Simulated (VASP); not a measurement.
# RbCl (rocksalt type) (Fm-3m) in VASP: notebook

The runs below take RbCl (rocksalt type) through single point, with PBE.

Everything below comes from runs of VASP 6.6.1. Logs are shortened: lines on timing, memory, paths and dates and some standing lists are left out, and cuts for length are marked.

### Step 1. The cell of the first run

It takes space group Fm-3m (No. 225, cubic). The conventional cell has a = 6.218 Å, b = 6.218 Å, c = 6.218 Å, α = 90.00°, β = 90.00°, γ = 90.00°. Rb (site symmetry m-3m) has 6 Cl at 3.11 Å within 4.1 Å. Cl (site symmetry m-3m) has 6 Rb at 3.11 Å within 4.1 Å.

### Step 2. Single point, PBE (30.05 Å³/atom)

Contents of INCAR:

```
PREC = Accurate
ENCUT = 500
EDIFF = 1E-6
ISMEAR = -1
SIGMA = 0.1
LREAL = False
LASPH = True
NELM = 120
ALGO = Normal
ISIF = 2
LWAVE = False
LCHARG = False
GGA = PE
NBANDS = 15
GGA_COMPAT = False
```

Contents of KPOINTS:

```
Automatic mesh
0
Gamma
  13 13 13
```

Contents of POSCAR:

```
RbCl
1.0
    0.0000000000      3.1089020538      3.1089020538
    3.1089020538      0.0000000000      3.1089020538
    3.1089020538      3.1089020538      0.0000000000
Rb Cl
1 1
Direct
    0.0000000000      0.0000000000      0.0000000000
    0.5000000000      0.5000000000      0.5000000000
```

Potentials or basis: VASP PAW PBE potentials, release 64 (Rb_sv, Cl).

On the command line:

```sh
> cat potpaw_PBE.64/Rb_sv/POTCAR potpaw_PBE.64/Cl/POTCAR > POTCAR
> mpirun -np 1 vasp_std > vasp.out
```

OUTCAR:

```text
PREC = Accurate
   ENCUT = 500
   EDIFF = 1E-6
   ISMEAR = -1
   LREAL = False
   LASPH = True
   NELM = 120
   ISIF = 2
   GGA = PE

 ion  position               nearest neighbor table
   1  0.000  0.000  0.000-   2 3.11   2 3.11   2 3.11   2 3.11   2 3.11   2 3.11
   2  0.500  0.500  0.500-   1 3.11   1 3.11   1 3.11   1 3.11   1 3.11   1 3.11

  LATTYP: Found a face centered cubic cell.
 ALAT       =     6.2178041076

  Lattice vectors:

 A1 = (   0.0000000000,   3.1089020538,   3.1089020538)
 A2 = (   3.1089020538,   0.0000000000,   3.1089020538)
 A3 = (   3.1089020538,   3.1089020538,   0.0000000000)

Analysis of symmetry for initial positions (statically):
=====================================================================
 Subroutine PRICEL returns:
 Original cell was already a primitive cell.

 Routine SETGRP: Setting up the symmetry group for a
 face centered cubic supercell.

 Subroutine GETGRP returns: Found 48 space group operations
 (whereof 48 operations were pure point group operations)
 out of a pool of 48 trial point group operations.

The static configuration has the point symmetry O_h .

Analysis of symmetry for dynamics (positions and initial velocities):
=====================================================================
 Subroutine PRICEL returns:
 Original cell was already a primitive cell.

 Routine SETGRP: Setting up the symmetry group for a
 face centered cubic supercell.

 Subroutine GETGRP returns: Found 48 space group operations
 (whereof 48 operations were pure point group operations)
 out of a pool of 48 trial point group operations.

The dynamic configuration has the point symmetry O_h .

 Subroutine INISYM returns: Found 48 space group operations
 (whereof 48 operations are pure point group operations),
 and found     1 'primitive' translations

----------------------------------------------------------------------------------------

                                     Primitive cell

  volume of cell :      60.0968

  direct lattice vectors                    reciprocal lattice vectors
     0.000000000  3.108902054  3.108902054    -0.160828483  0.160828483  0.160828483
     3.108902054  0.000000000  3.108902054     0.160828483 -0.160828483  0.160828483
     3.108902054  3.108902054  0.000000000     0.160828483  0.160828483 -0.160828483

  length of vectors
     4.396651449  4.396651449  4.396651449     0.278563103  0.278563103  0.278563103

  position of ions in fractional coordinates (direct lattice)
     0.000000000  0.000000000  0.000000000
     0.500000000  0.500000000  0.500000000

  ion indices of the primitive-cell ions
   primitive index   ion index
                 1           1
                 2           2

----------------------------------------------------------------------------------------

 KPOINTS: Automatic mesh

Automatic generation of k-mesh.
 Grid dimensions read from file:
 generate k-points for:   13   13   13

 Generating k-lattice:

  Cartesian coordinates                     Fractional coordinates (reciprocal lattice)
    -0.012371422  0.012371422  0.012371422     0.076923077  0.000000000  0.000000000
     0.012371422 -0.012371422  0.012371422     0.000000000  0.076923077  0.000000000
     0.012371422  0.012371422 -0.012371422     0.000000000  0.000000000  0.076923077

  Length of vectors
     0.021427931  0.021427931  0.021427931

  Shift w.r.t. Gamma in fractional coordinates (k-lattice)
     0.000000000  0.000000000  0.000000000

 Subroutine IBZKPT returns following result:
 ===========================================

 Found     84 irreducible k-points:

 Following reciprocal coordinates:
            Coordinates               Weight
  0.000000  0.000000  0.000000      1.000000
  0.076923  0.000000  0.000000      8.000000
  0.153846  0.000000  0.000000      8.000000
  0.230769  0.000000  0.000000      8.000000
  0.307692  0.000000  0.000000      8.000000
  0.384615  0.000000  0.000000      8.000000
[... 16 lines left out ...]
  0.384615  0.153846  0.000000     24.000000
  0.461538  0.153846  0.000000     24.000000
 [... further k-points ...]
   k-points           NKPTS =     84   k-points in BZ     NKDIM =     84   number of bands    NBANDS=     15
   number of dos      NEDOS =    301   number of ions     NIONS =      2
   total plane-waves  NPLWV =  32768
   dimension x,y,z NGX =    32 NGY =   32 NGZ =   32
   dimension x,y,z NGXF=    64 NGYF=   64 NGZF=   64
   ions per type =               1   1
   NGX,Y,Z   is equivalent  to a cutoff of  12.10, 12.10, 12.10 a.u.
   NGXF,Y,Z  is equivalent  to a cutoff of  24.20, 24.20, 24.20 a.u.
 SYSTEM =  unknown system
   PREC   = accura    normal or accurate (medium, high low for compatibility)
   ISTART =      0    job   : 0-new  1-cont  2-samecut
   ICHARG =      2    charge: 1-file 2-atom 10-const
   ISPIN  =      1    spin polarized calculation?
   LNONCOLLINEAR =      F non collinear calculations
   LSORBIT =      F    spin-orbit coupling
   LASPH  =      T    aspherical Exc in radial PAW
   ENCUT  =  500.0 eV  36.75 Ry    6.06 a.u.   8.02  8.02  8.02*2*pi/ulx,y,z
   NELM   =    120;   NELMIN=  2; NELMDL= -5     # of ELM steps
   EDIFF  = 0.1E-05   stopping-criterion for ELM
   LREAL  =      F    real-space projection
[... 7 lines left out ...]
   TEBEG  =    0.0;   TEEND  =   0.0 temperature during run
   PSTRESS=    0.0 pullay stress
   NELECT =      16.0000    total number of electrons
   NUPDOWN=      -1.0000    fix difference up-down
   EMIN   =  10.00;   EMAX   =-10.00  energy-range for DOS
   EFERMI =   0.00;   METHOD = LEGACY
   ISMEAR =    -1;   SIGMA  =   0.10  broadening in eV -4-tet -1-fermi 0-gaus
   EFERMI_NEDOS =   21; number of points for ismear=-14 and -15
   IALGO  =     38    algorithm
   IMIX   =      4    mixing-type and parameters
     AMIX     =   0.40;   BMIX     =  1.00
     AMIX_MAG =   1.60;   BMIX_MAG =  1.00
  volume/ion in A,a.u.               =      30.05       202.78
  Fermi-wavevector in a.u.,A,eV,Ry     =   1.053168  1.990200 15.091086  1.109164
  Thomas-Fermi vector in A             =   2.188279
   LORBIT       =      0    0 simple, 1 ext, 2 COOP (PROOUT), +10 PAW based schemes
   GGA     = PE    functional components
   LHFCALC =     F    Hartree Fock is set to
   AEXX    =    0.0000 exact exchange contribution
   IVDW    =     0    specifies the selected vdW correction
   LEPSILON=     F    determine dielectric tensor
   LRPA    =     F    only Hartree local field effects (RPA)
 non-spin polarized calculation
  energy-cutoff  :      500.00
  volume of cell :       60.10
 maximum number of plane-waves:      1548
   NGX = 17   NGY = 17   NGZ = 17

 number of electron      16.0000001 magnetization

 Free energy of the ion-electron system (eV)
  ---------------------------------------------------
  ext. energy  EPLUGINS =         0.00000000
  ---------------------------------------------------
  free energy    TOTEN  =        -6.46257489 eV

  energy without entropy =       -6.46257489  energy(sigma->0) =       -6.46257489

 E-fermi :   1.1191     XC(G=0):  -8.0657

 val. band max:       -1.1412576401   @ k =   0.0000   0.0000   0.0000
 cond. band min:       4.4528968330   @ k =   0.0000   0.0000   0.0000
 fundamental gap:      5.5941544731
 Fermi energy:         1.1191492472

 k-point     1 :       0.0000    0.0000    0.0000
  band No.  band energies     occupation
      1     -24.7096      2.00000
      2     -13.3197      2.00000
      3      -8.7521      2.00000
      4      -8.7521      2.00000
      5      -8.7521      2.00000
      6      -1.1413      2.00000
      7      -1.1413      2.00000
      8      -1.1413      2.00000
      9       4.4529      0.00000
     10       6.9027      0.00000
     11       6.9027      0.00000
     12       6.9027      0.00000
     13       8.0060      0.00000
     14       8.0060      0.00000
     15      11.4684      0.00000

 k-point     2 :       0.0769    0.0000    0.0000
  band No.  band energies     occupation
      1     -24.7075      2.00000
      2     -13.3284      2.00000
      3      -8.7529      2.00000
      4      -8.7529      2.00000
      5      -8.7466      2.00000
      6      -1.2255      2.00000
      7      -1.1743      2.00000
      8      -1.1743      2.00000
      9       4.6228      0.00000
     10       6.8547      0.00000
     11       6.9910      0.00000
     12       6.9910      0.00000
     13       8.1247      0.00000
     14       8.1247      0.00000
     15      11.7534      0.00000

 k-point     3 :       0.1538    0.0000    0.0000
  band No.  band energies     occupation
      1     -24.7014      2.00000
      2     -13.3522      2.00000
      3      -8.7551      2.00000
      4      -8.7551      2.00000
      5      -8.7313      2.00000
      6      -1.4421      2.00000
      7      -1.2638      2.00000
      8      -1.2638      2.00000
      9       5.0876      0.00000
     10       6.7719      0.00000
     11       7.2527      0.00000
     12       7.2527      0.00000
     13       8.4680      0.00000
     14       8.4680      0.00000
     15      12.5311      0.00000

 k-point     4 :       0.2308    0.0000    0.0000
  band No.  band energies     occupation
      1     -24.6928      2.00000
      2     -13.3856      2.00000
      3      -8.7581      2.00000
      4      -8.7581      2.00000
      5      -8.7099      2.00000
      6      -1.7151      2.00000
      7      -1.3847      2.00000
      8      -1.3847      2.00000
      9       5.7373      0.00000
     10       6.7603      0.00000
     11       7.6775      0.00000
     12       7.6775      0.00000
     13       8.9996      0.00000
     14       8.9996      0.00000
     15      13.5296      0.00000
[... 307 lines left out ...]
 k-point    22 :       0.3077    0.1538    0.0000
  band No.  band energies     occupation
      1     -24.6844      2.00000
      2     -13.3834      2.00000
      3      -8.8189      2.00000
      4      -8.8117      2.00000
      5      -8.7215      2.00000
      6      -1.8968      2.00000
      7      -1.3664      2.00000
      8      -1.3064      2.00000
      9       6.0460      0.00000
     10       6.1867      0.00000
     11       8.4556      0.00000
     12       8.6397      0.00000
     13       8.8685      0.00000
     14       9.9345      0.00000
     15      13.2281      0.00000

 k-point    23 :       0.3846    0.1538    0.0000
  band No.  band energies     occupation
      1     -24.6766      2.00000
      2     -13.4034      2.00000
      3      -8.8198      2.00000
      4      -8.8179      2.00000
      5      -8.7440      2.00000
      6      -1.9805      2.00000
      7      -1.5033      2.00000
      8      -1.4161      2.00000
      9       6.2380      0.00000
     10       6.8174      0.00000
     11       8.9156      0.00000
     12       9.2760      0.00000
     13       9.4663      0.00000
     14      10.2323      0.00000
     15      12.3959      0.00000

 k-point    24 :       0.4615    0.1538    0.0000
  band No.  band energies     occupation
      1     -24.6707      2.00000
      2     -13.4200      2.00000
      3      -8.8426      2.00000
      4      -8.8115      2.00000
      5      -8.7424      2.00000
      6      -2.0478      2.00000
      7      -1.5851      2.00000
      8      -1.5225      2.00000
      9       6.5578      0.00000
     10       7.3063      0.00000
     11       9.3124      0.00000
     12       9.7573      0.00000
     13      10.2643      0.00000
     14      10.2944      0.00000
     15      11.8070      0.00000

 [... further k-points ...]
[... 5 lines left out ...]
  --------------------------------------------------------------------------------------
  -------------------------------------------------------------------------------------
  Total        2.0930853      2.0930853      2.0930853     -0.0000000      0.0000000      0.0000000
  in kB       55.8015658     55.8015658     55.8015658     -0.0000000      0.0000000      0.0000000
  external PRESSURE =      55.8015658 kB  Pullay stress =       0.0000000 kB

 VOLUME and BASIS-vectors are now :
 -----------------------------------------------------------------------------
  energy-cutoff  :      500.00
  volume of cell :       60.10
      direct lattice vectors                 reciprocal lattice vectors
     0.000000000  3.108902054  3.108902054    -0.160828483  0.160828483  0.160828483
     3.108902054  0.000000000  3.108902054     0.160828483 -0.160828483  0.160828483
     3.108902054  3.108902054  0.000000000     0.160828483  0.160828483 -0.160828483

 POSITION                                       TOTAL-FORCE (eV/Angst)
 -----------------------------------------------------------------------------------
      0.00000      0.00000      0.00000         0.000000      0.000000      0.000000
      3.10890      3.10890      3.10890        -0.000000     -0.000000     -0.000000
 -----------------------------------------------------------------------------------
    total drift:                                0.000000     -0.000000     -0.000000

  FREE ENERGIE OF THE ION-ELECTRON SYSTEM (eV)
  ---------------------------------------------------
  free  energy   TOTEN  =        -6.4625748931 eV

  energy  without entropy=       -6.4625748929  energy(sigma->0) =       -6.46257489
```

It took 43 s on 1 thread of Intel Xeon Platinum 8488C (Sapphire Rapids), shared host; peak memory 0.21 GiB.

What came out:

| Property | Result |
| --- | --- |
| Free energy | -6.4626 eV |
| Pressure | 5.6 GPa |
| Band gap on the k mesh | 5.59 eV |

Levels at points of the mesh, in eV from the valence-band top:
```csv
k point,band 5,band 6,band 7,band 8,band 9,band 10,band 11,band 12
"(0.00, 0.00, 0.00)",-7.61,0.00,0.00,0.00,5.59,8.04,8.04,8.04
```

Caveat: the cell stands under pressure; an odd mesh through Γ misses points on the zone boundary, where band edges can lie.

### Step 3. Single point, PBE (33.80 Å³/atom)

This run uses another cell than the first one, of 33.80 Å³/atom.

Contents of INCAR:

```
SYSTEM = RbCl
  PREC = Accurate
  ENCUT = 500
  EDIFF = 1E-6
  ISMEAR = -1
  SIGMA = 0.1
  LREAL = .False.
  LASPH = .True.
  NELM = 120
  ALGO = Normal
  ISIF = 2
  LWAVE = .False.
  LCHARG = .True.
  GGA = PE
  LELF = .True.
  LVHAR = .True.
  NBANDS = 15
  GGA_COMPAT = .False.
```

Contents of KPOINTS:

```
Automatic mesh
0
Gamma
  13 13 13
  0 0 0
```

Contents of POSCAR:

```
RbCl
1.0
    0.0000000000      3.2333884348      3.2333884348
    3.2333884348      0.0000000000      3.2333884348
    3.2333884348      3.2333884348      0.0000000000
Rb Cl
1 1
Direct
    0.0000000000      0.0000000000      0.0000000000
    0.5000000000      0.5000000000      0.5000000000
```

Potentials or basis: VASP PAW PBE potentials, release 64 (Rb_sv, Cl).

On the command line:

```sh
> cat potpaw_PBE.64/Rb_sv/POTCAR potpaw_PBE.64/Cl/POTCAR > POTCAR
> mpirun -np 1 vasp_std > vasp.out
```

It took 67 s on 1 thread of Intel Xeon Platinum 8488C (Sapphire Rapids), shared host; peak memory 0.24 GiB.

The run converged. Its results:

- Free energy: -6.6326 eV
- Pressure: 2.0 GPa
- Band gap on the k mesh: 5.17 eV

Levels at points of the mesh, in eV from the valence-band top:
| k point | band 5 | band 6 | band 7 | band 8 | band 9 | band 10 | band 11 | band 12 |
| --- | --- | --- | --- | --- | --- | --- | --- | --- |
| (0.00, 0.00, 0.00) | -7.85 | 0.00 | 0.00 | 0.00 | 5.17 | 8.02 | 8.02 | 8.02 |

Caveat: an odd mesh through Γ misses points on the zone boundary, where band edges can lie.

### Step 4. Single point, PBE

This run uses another cell than the first one, of 37.56 Å³/atom.

Contents of INCAR:

```
PREC = Accurate
ENCUT = 500
EDIFF = 1E-6
ISMEAR = -1
SIGMA = 0.1
LREAL = False
LASPH = True
NELM = 120
ALGO = Normal
ISIF = 2
LWAVE = False
LCHARG = False
GGA = PE
NBANDS = 15
GGA_COMPAT = False
```

Contents of KPOINTS:

```
Automatic mesh
0
Gamma
  13 13 13
```

Contents of POSCAR:

```
RbCl
1.0
    0.0000000000      3.3489632163      3.3489632163
    3.3489632163      0.0000000000      3.3489632163
    3.3489632163      3.3489632163      0.0000000000
Rb Cl
1 1
Direct
    0.0000000000      0.0000000000      0.0000000000
    0.5000000000      0.5000000000      0.5000000000
```

On the command line:

```sh
> cat potpaw_PBE.64/Rb_sv/POTCAR potpaw_PBE.64/Cl/POTCAR > POTCAR
> mpirun -np 1 vasp_std > vasp.out
```

Run time: 68 s. Hardware: 1 thread of Intel Xeon Platinum 8488C (Sapphire Rapids), shared host; peak memory 0.24 GiB.

The run converged. Its results:

```
Free energy            : -6.6758 eV
Pressure               : 0.0 GPa
Band gap on the k mesh : 4.83 eV
```

Levels at points of the mesh, in eV from the valence-band top:
```
           k point  band 4  band 5  band 6  band 7  band 8  band 9  band 10  band 11  band 12  band 13
(0.00, 0.00, 0.00)   -8.10   -8.10    0.00    0.00    0.00    4.83     7.95     7.95     7.95     8.90
```

Caveat: an odd mesh through Γ misses points on the zone boundary, where band edges can lie.

### Step 5. The runs side by side

```tsv
cell	gap on the mesh (eV)	pressure (GPa)
a = 4.397 Å, angles 60.0°, 2 atoms	5.59	5.6
a = 4.573 Å, angles 60.0°, 2 atoms	5.17	2.0
a = 4.736 Å, angles 60.0°, 2 atoms	4.83	0.0
```

Alike in all rows: task single point; level PBE; potentials or basis VASP PAW PBE potentials, release 64 (Rb_sv, Cl); no spin polarisation; k mesh 13 × 13 × 13; cutoff (eV) 500; smearing fermi-dirac 0.1 eV.

Caveats: an odd mesh through Γ misses points on the zone boundary, where band edges can lie; the cell stands under pressure (at least some runs).

Total energies depend on the potentials used, so only differences within one code and one set of settings carry meaning.
